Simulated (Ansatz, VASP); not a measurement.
## One calculation of PbSe, two programs

```
Pb Se
1.0
     0.00000    3.10945    3.10945
     3.10945    0.00000    3.10945
     3.10945    3.10945    0.00000
Pb Se
1 1
Direct
  0.50000 0.50000 0.50000
  0.00000 0.00000 0.00000
```

Alike in both runs: task single point; functional r2SCAN; k mesh 10 × 10 × 10; occupations gaussian, width 0.05 eV; no spin polarisation.

|  | VASP | Ansatz |
| --- | --- | --- |
| version | VASP 6.6.1 | Ansatz 0.2.0 |
| potentials or method | VASP PAW PBE potentials, release 64 (Pb_d, Se), cutoff 520 eV | scalar-relativistic, plane waves, PAW |
| valence electrons in the cell | 20 | 30 |

```tsv
	VASP	Ansatz	Ansatz less VASP
gap on the k mesh at the Fermi level (eV)	0.73	0.73	-0.006
least direct gap on the mesh (eV)	0.73	0.73	-0.006
pressure (GPa)	-1.0	-1.0	0.00
```

VASP's potentials were made for PBE, not for r2SCAN. The functional is the same, so the differences come from potentials, cutoffs and numerics. VASP's potentials hold 20 valence electrons a cell and Ansatz's 30, so a difference there can come from the potentials and not from the codes.

Neither program's run includes spin-orbit coupling.
